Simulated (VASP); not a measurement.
Input of a VASP 6.6.1 run:

The input POSCAR:

```
CdS
1.0
    0.0000000000      2.9975644600      2.9975644600
    2.9975644600      0.0000000000      2.9975644600
    2.9975644600      2.9975644600      0.0000000000
Cd S
1 1
Direct
    0.0000000000      0.0000000000      0.0000000000
    0.2500000000      0.2500000000      0.2500000000
```

INCAR.step1

```
PREC     = Accurate       # precision mode
ENCUT    = 700            # plane-wave cutoff, eV
ISMEAR   = -1             # smearing method
SIGMA    = 0.02           # smearing width, eV
LREAL    = F              # projectors in reciprocal space
LASPH    = T              # aspherical terms in the spheres
NELM     = 120            # most SCF steps
NBANDS   = 20             # bands
GGA      = PE             # functional
ALGO     = Normal         # electronic algorithm
EDIFF    = 1E-5           # SCF threshold, eV
LWAVE    = T              # write WAVECAR
LCHARG   = F              # write CHGCAR
GGA_COMPAT= F
```

The input INCAR.step2:

```
PREC     = Accurate       # precision mode
ENCUT    = 700            # plane-wave cutoff, eV
EDIFF    = 1E-6           # SCF threshold, eV
ISMEAR   = -1             # smearing method
SIGMA    = 0.02           # smearing width, eV
LREAL    = F              # projectors in reciprocal space
LASPH    = T              # aspherical terms in the spheres
NELM     = 120            # most SCF steps
ALGO     = Normal         # electronic algorithm
ISIF     = 2              # what is computed and relaxed
LWAVE    = F              # write WAVECAR
LCHARG   = F              # write CHGCAR
METAGGA  = R2SCAN         # meta-GGA
LMIXTAU  = T            
NBANDS   = 20             # bands
ISTART   = 1            
GGA_COMPAT= F
```

The input KPOINTS:

```
Automatic mesh
0
Gamma
  8 8 8
```

Potentials or basis: VASP PAW PBE potentials, release 64 (Cd_sv_GW, S).

The run is started by

```sh
$ cat potpaw_PBE.64/Cd_sv_GW/POTCAR potpaw_PBE.64/S/POTCAR > POTCAR
$ cp INCAR.step1 INCAR
$ mpirun -np 1 vasp_std > vasp.out
$ cp INCAR.step2 INCAR
$ mpirun -np 1 vasp_std > vasp.out
```

Q: Estimate the pressure.

A: -3.2 GPa.

Q: What does it give for the band gap on the k mesh?

A: 1.40 eV.

Caveat: the cell stands under tension; the PAW data sets were made with another functional, which shifts forces and pressure a little. r2SCAN opens gaps a little over a GGA but as a rule still falls short of measured ones.
